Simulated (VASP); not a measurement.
The system is TePb.

```
CELL_PARAMETERS angstrom
4.00229 0.00000 0.00000
0.00000 4.00229 0.00000
0.00000 0.00000 4.00229
ATOMIC_POSITIONS crystal
Pb 0.00000 0.00000 0.00000
Te 0.50000 0.50000 0.50000
```

```yaml
Program: VASP 6.6.1
Task: relaxation of cell and atoms
Functional: RPBE
Dispersion: D3(BJ)
Potentials_or_basis: VASP PAW PBE potentials, release 64 (Pb_d, Te)
Cutoff: 600 eV
k_mesh: 7 × 7 × 7
Occupations: fermi-dirac, width 0.05 eV
Spin: no spin polarisation
```

At the start: pressure -13.7 GPa; volume 32.05 Å³/atom.

Problem. Where does the relaxation end?

Solution. Over 12 steps the energy falls by 746.7 meV/atom and the volume is 22.11 Å³/atom (-31.0 %); space group Pm-3m (No. 221, to 0.05 Å).

The path:
| step | energy change (eV) | largest force (eV/Å) | pressure (GPa) | volume (Å³) |
| --- | --- | --- | --- | --- |
| 1 | 0.0000 | 0.0000 | -13.74 | 64.11 |
| 2 | -1.4374 | 0.0000 | 7.96 | 41.84 |
| 3 | -1.4934 | 0.0000 | 0.26 | 44.14 |
| 4 | -1.4929 | 0.0000 | -0.71 | 44.49 |
| 5 | -1.4930 | 0.0000 | -0.65 | 44.47 |
| 6 | -1.4932 | 0.0000 | -0.47 | 44.40 |
| 7 | -1.4932 | 0.0000 | -0.47 | 44.40 |
| 8 | -1.4933 | 0.0000 | -0.45 | 44.39 |
| 9 | -1.4933 | 0.0000 | -0.42 | 44.38 |
| 10 | -1.4933 | 0.0000 | -0.35 | 44.36 |
| 11 | -1.4934 | 0.0000 | -0.22 | 44.31 |
| 12 | -1.4935 | 0.0000 | 0.04 | 44.22 |

Final structure:
```xyz
2
Lattice="3.5361 0.0000 0.0000 0.0000 3.5361 0.0000 0.0000 0.0000 3.5361" Properties=species:S:1:pos:R:3 pbc="T T T"
Pb    0.0000    0.0000    0.0000
Te    1.7681    1.7681    1.7681
```

Caveat: the volume moved by over 15 % at a fixed basis, so the end points are rough; the PAW data sets were made with another functional, which shifts forces and pressure a little; pairwise dispersion overbinds metals, which lowers pressure and volume.
